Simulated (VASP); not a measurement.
# MoH6 (Amm2) in VASP: single point with PBE

Aim: the single point of MoH6 with PBE.

Everything below comes from runs of VASP 6.6.1. Logs are shortened: lines on timing, memory, paths and dates and some standing lists are left out, and cuts for length are marked.

## Step 1: The cell of the first run

The structure is orthorhombic, space group Amm2 (No. 38). Conventional cell: a = 4.058 Å, b = 5.967 Å, c = 4.622 Å, α = 90.00°, β = 90.00°, γ = 90.00°. Within 1.5 Å of H (site symmetry m) lie 1 H at 1.09 Å. Within 1.2 Å of H (site symmetry mm2) lie 1 H at 0.91 Å. H (site symmetry m) has 5 H at 1.65 to 2.19 Å and 2 Mo at 1.85 to 1.92 Å within 2.2 Å. H (site symmetry mm2) has 1 H at 0.91 Å within 1.2 Å. Mo (site symmetry mm2) has 8 H at 1.71 to 1.92 Å within 2.3 Å.

## Step 2: Single point, PBE

INCAR

```
  PREC = Accurate
  ENCUT = 500
  EDIFF = 1E-6
  ISMEAR = 0
  SIGMA = 0.15
  LREAL = F
  LASPH = T
  NELM = 120
  ALGO = Normal
  ISIF = 2
  LWAVE = F
  LCHARG = F
  GGA = PE
  NBANDS = 19
  GGA_COMPAT = F
```

KPOINTS

```
regular mesh
0
Gamma
  3 3 3
```

POSCAR

```
MoH6
1.0
    4.0581241479      0.0000000000      0.0000000000
    0.0000000000      2.9837403602      2.3110969205
    0.0000000000     -2.9837403602      2.3110969205
H Mo
6 1
Direct
    0.3653151279      0.7416465716      0.7416465716
    0.6346848721      0.7416465716      0.7416465716
    0.0000000000     -0.0442996117     -0.0442996117
    0.0000000000      1.0451389543      0.5506805610
    0.0000000000      0.5506805610      1.0451389543
    0.0000000000      0.1526374368      0.1526374368
    0.0000000000      0.5554264262      0.5554264262
```

Potentials or basis: VASP PAW PBE potentials, release 64 (H, Mo_sv).

On the command line:

```console
$ cat potpaw_PBE.64/H/POTCAR potpaw_PBE.64/Mo_sv/POTCAR > POTCAR
$ mpirun -np 1 vasp_std > vasp.out
```

OUTCAR:

```text
PREC = Accurate
   ENCUT = 500
   EDIFF = 1E-6
   ISMEAR = 0
   LREAL = F
   LASPH = T
   NELM = 120
   ISIF = 2
   GGA = PE

 ion  position               nearest neighbor table
   1  0.365  0.742  0.742-   7 1.71
   2  0.635  0.742  0.742-   7 1.71
   3  0.000  0.956  0.956-   7 1.85
   4  0.000  0.045  0.551-   7 1.85   7 1.92
   5  0.000  0.551  0.045-   7 1.85   7 1.92
   6  0.000  0.153  0.153-   7 1.86
   7  0.000  0.555  0.555-   1 1.71   2 1.71   3 1.85   4 1.85   5 1.85   6 1.86   5 1.92   4 1.92

  LATTYP: Found a base centered orthorhombic cell.
 ALAT       =     4.6221938410
 B/A-ratio  =     1.2910494293
 C/A-ratio  =     0.8779649421

  Lattice vectors:

 A1 = (   0.0000000000,   2.9837403602,   2.3110969205)
 A2 = (   0.0000000000,  -2.9837403602,   2.3110969205)
 A3 = (   4.0581241479,   0.0000000000,   0.0000000000)

Analysis of symmetry for initial positions (statically):
=====================================================================
 Subroutine PRICEL returns:
 Original cell was already a primitive cell.

 Routine SETGRP: Setting up the symmetry group for a
 base centered orthorhombic supercell.

 Subroutine GETGRP returns: Found  4 space group operations
 (whereof  4 operations were pure point group operations)
 out of a pool of  8 trial point group operations.

The static configuration has the point symmetry C_2v.

Analysis of symmetry for dynamics (positions and initial velocities):
=====================================================================
 Subroutine PRICEL returns:
 Original cell was already a primitive cell.

 Routine SETGRP: Setting up the symmetry group for a
 base centered orthorhombic supercell.

 Subroutine GETGRP returns: Found  4 space group operations
 (whereof  4 operations were pure point group operations)
 out of a pool of  8 trial point group operations.

The dynamic configuration has the point symmetry C_2v.

 Subroutine INISYM returns: Found  4 space group operations
 (whereof  4 operations are pure point group operations),
 and found     1 'primitive' translations

----------------------------------------------------------------------------------------

                                     Primitive cell

  volume of cell :      55.9673

[... 82 lines left out ...]
   LREAL  =      F    real-space projection
   EDIFFG = 0.1E-04   stopping-criterion for IOM
   NSW    =      0    number of steps for IOM
   IBRION =     -1    ionic relax: 0-MD 1-quasi-New 2-CG
   NFREE  =      0    steps in history (QN), initial steepest desc. (CG)
   ISIF   =      2    stress and relaxation
   ISYM   =      2    0-nonsym 1-usesym 2-fastsym
   POTIM  = 0.5000    time-step for ionic-motion
   TEBEG  =    0.0;   TEEND  =   0.0 temperature during run
   PSTRESS=    0.0 pullay stress
   NELECT =      20.0000    total number of electrons
   NUPDOWN=      -1.0000    fix difference up-down
   EMIN   =  10.00;   EMAX   =-10.00  energy-range for DOS
   EFERMI =   0.00;   METHOD = LEGACY
   ISMEAR =     0;   SIGMA  =   0.15  broadening in eV -4-tet -1-fermi 0-gaus
   EFERMI_NEDOS =   21; number of points for ismear=-14 and -15
   IALGO  =     38    algorithm
   IMIX   =      4    mixing-type and parameters
     AMIX     =   0.40;   BMIX     =  1.00
     AMIX_MAG =   1.60;   BMIX_MAG =  1.00
  volume/ion in A,a.u.               =       8.00        53.96
  Fermi-wavevector in a.u.,A,eV,Ry     =   1.161734  2.195359 18.362771  1.349626
  Thomas-Fermi vector in A             =   2.298303
   LORBIT       =      0    0 simple, 1 ext, 2 COOP (PROOUT), +10 PAW based schemes
   GGA     = PE    functional components
   LHFCALC =     F    Hartree Fock is set to
   AEXX    =    0.0000 exact exchange contribution
   IVDW    =     0    specifies the selected vdW correction
   LEPSILON=     F    determine dielectric tensor
   LRPA    =     F    only Hartree local field effects (RPA)
 non-spin polarized calculation
 Gauss-broadening in eV      SIGMA  =   0.15
  energy-cutoff  :      500.00
  volume of cell :       55.97
 maximum number of plane-waves:      1433
 NGX is ok and might be reduce to    30
   NGX = 15   NGY = 13   NGZ = 13

 number of electron      19.9999996 magnetization

 Free energy of the ion-electron system (eV)
  ---------------------------------------------------
  ext. energy  EPLUGINS =         0.00000000
  ---------------------------------------------------
  free energy    TOTEN  =       -27.10284533 eV

  energy without entropy =      -27.06455131  energy(sigma->0) =      -27.08369832

 E-fermi :   2.1109     XC(G=0):  -8.8810

 val. band max:        2.0835858153   @ k =   0.3333   0.3333   0.0000
 cond. band min:       2.1316824007   @ k =   0.0000   0.3333   0.3333
 fundamental gap:      0.0480965854
 Fermi energy:         2.1109222391

 k-point     1 :       0.0000    0.0000    0.0000
  band No.  band energies     occupation
      1     -58.5577      2.00000
      2     -32.7646      2.00000
      3     -32.7312      2.00000
      4     -32.5747      2.00000
      5      -8.0195      2.00000
      6      -4.1337      2.00000
[... 153 lines left out ...]
      6      -4.0237      2.00000
[... 11 lines left out ...]
     18      11.4995      0.00000
     19      13.8039      0.00000

------------------------ aborting loop because EDIFF is reached ----------------------------------------

  FORCE on cell =-STRESS in cart. coord.  units (eV):
  Direction    XX          YY          ZZ          XY          YZ          ZX
  --------------------------------------------------------------------------------------
  -------------------------------------------------------------------------------------
  Total       -0.0401044     -0.1449129     -0.1277969      0.0000000      0.0000000      0.0000000
  in kB       -1.1480697     -4.1484249     -3.6584444      0.0000000      0.0000000      0.0000000
  external PRESSURE =      -2.9849797 kB  Pullay stress =       0.0000000 kB

 VOLUME and BASIS-vectors are now :
 -----------------------------------------------------------------------------
  energy-cutoff  :      500.00
  volume of cell :       55.97
      direct lattice vectors                 reciprocal lattice vectors
     4.058124148  0.000000000  0.000000000     0.246419272  0.000000000  0.000000000
     0.000000000  2.983740360  2.311096920     0.000000000  0.167574903  0.216347482
     0.000000000 -2.983740360  2.311096920     0.000000000 -0.167574903  0.216347482

 POSITION                                       TOTAL-FORCE (eV/Angst)
 -----------------------------------------------------------------------------------
      1.48249      0.00000      3.42803         0.042050      0.000000      0.019624
      2.57563      0.00000      3.42803        -0.042050      0.000000      0.019624
      0.00000      0.00000      4.41743        -0.000000      0.000000     -0.020071
      0.00000     -1.50840      1.37700        -0.000000      0.001192      0.003359
      0.00000      1.50840      1.37700        -0.000000     -0.001192      0.003359
      0.00000      0.00000      0.70552        -0.000000      0.000000      0.014734
      0.00000      0.00000      2.56729        -0.000000      0.000000     -0.040630
 -----------------------------------------------------------------------------------
    total drift:                               -0.000000     -0.000000      0.000185

  FREE ENERGIE OF THE ION-ELECTRON SYSTEM (eV)
  ---------------------------------------------------
  free  energy   TOTEN  =       -27.1028453347 eV

  energy  without entropy=      -27.0645513061  energy(sigma->0) =      -27.08369832
```

stdout:

```text
POSCAR found type information on POSCAR H Mo
 POSCAR found :  2 types and       7 ions
 scaLAPACK will be used
 LDA part: xc-table for (Slater+PW92), standard interpolation
 POSCAR, INCAR and KPOINTS ok, starting setup
 FFT: planning ... GRIDC
 FFT: planning ... GRID_SOFT
 FFT: planning ... GRID
 WAVECAR not read
 entering main loop
```

Run time: 25 s. Hardware: 1 thread of AMD EPYC 7R43 (Zen 3), shared host; peak memory 0.12 GiB.

What came out:

```yaml
Free_energy: -27.1028 eV
Pressure: -0.3 GPa
Largest_force: 0.046 eV/Å
Band_gap_on_the_k_mesh: zero (band 10 reaches 2.79 eV, above the bottom of band 11 at 2.08 eV)
```

Forces in eV/Å, atoms in the order of the input:
```
H    0.042  0.000  0.020
H   -0.042  0.000  0.020
H    0.000  0.000 -0.020
H    0.000  0.001  0.003
H    0.000 -0.001  0.003
H    0.000  0.000  0.015
Mo   0.000  0.000 -0.041
```

Caveat: the k points lie up to 0.57 Å⁻¹ apart.
